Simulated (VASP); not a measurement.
Input of a VASP 6.6.1 run:

INCAR

```
  ALGO = Normal
  EDIFF = 1E-6
  ENCUT = 520
  GGA = PE
  ISIF = 2
  ISMEAR = -1
  LASPH = T
  LCHARG = T
  LELF = T
  LREAL = F
  LVHAR = T
  LWAVE = F
  NBANDS = 9
  NELM = 80
  PREC = Accurate
  SIGMA = 0.1
```

The input KPOINTS:

```
k-points
0
Gamma
  14 14 14
```

POSCAR

```
S
1.0
    2.3968312761      0.0000000000      0.0000000000
    0.0000000000      2.3968312761      0.0000000000
    0.0000000000      0.0000000000      2.3968312761
S
1
Direct
    0.0000000000      0.0000000000      0.0000000000
```

Potentials or basis: VASP PAW PBE potentials, release 64 (S).

Run with:

```sh
$ cat potpaw_PBE.64/S/POTCAR > POTCAR
$ mpirun -np 1 vasp_std > vasp.out
```

Question: Estimate the pressure.

Answer: 29.0 GPa.

Question: What does it give for the band gap on the k mesh?

Answer: Zero (band 3 reaches 14.67 eV, above the bottom of band 4 at 5.75 eV).
